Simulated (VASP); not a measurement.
Here is a VASP 6.6.1 calculation.

Contents of INCAR:

```
ALGO = Normal
EDIFF = 1E-7
ENCUT = 520
GGA = PE
ISIF = 2
ISMEAR = -1
LASPH = True
LCHARG = False
LREAL = False
LWAVE = False
NBANDS = 12
NELM = 80
PREC = Accurate
SIGMA = 0.05
```

Contents of KPOINTS:

```
k-points
0
Gamma
  16 16 16
```

File POSCAR:

```
Ta
1.0
    0.0000000000      2.1049180360      2.1049180360
    2.1049180360      0.0000000000      2.1049180360
    2.1049180360      2.1049180360      0.0000000000
Ta
1
Direct
    0.0000000000      0.0000000000      0.0000000000
```

Potentials or basis: VASP PAW PBE potentials, release 64 (Ta_pv).

The run is started by

```console
$ cat potpaw_PBE.64/Ta_pv/POTCAR > POTCAR
$ mpirun -np 1 vasp_std > vasp.out
```

Question: Predict the pressure.

Answer: 2.0 GPa.
